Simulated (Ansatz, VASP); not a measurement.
SnO2: VASP beside Ansatz

```
Sn O
1.0
    -1.95630    1.95630    5.65685
     1.95630   -1.95630    5.65685
     1.95630    1.95630   -5.65685
Sn O
2 4
Direct
  0.75000 0.25000 0.50000
  0.00000 0.00000 0.00000
  0.80586 0.80586 0.00000
  0.94414 0.44414 0.50000
  0.19414 0.19414 0.00000
  0.55586 0.05586 0.50000
```

Alike in both runs: functional LDA; k mesh 10 × 10 × 10; occupations gaussian, width 0.05 eV; no spin polarisation.

Ansatz relaxed the structure, and its values are those at the end. VASP's run is a single point on that final structure, the one shown.

```csv
,VASP,Ansatz
version,VASP 6.6.1,Ansatz 0.2.0
potentials or method,"VASP PAW LDA potentials, release 64 (Sn_d, O), cutoff 520 eV","scalar-relativistic, plane waves, PAW"
valence electrons in the cell,52,52
```

```tsv
	VASP	Ansatz	Ansatz less VASP
gap on the k mesh at the Fermi level (eV)	0.86	0.83	-0.028
least direct gap on the mesh (eV)	1.04	1.01	-0.030
pressure (GPa)	-9.4	-10.3	-0.90
```

Ansatz warns that its potentials were made for another functional, while VASP's fit it. LDA's correlation is that of Perdew and Zunger in VASP and of Perdew and Wang (1992) in Ansatz. Ansatz's warnings: stress scf threshold loose.
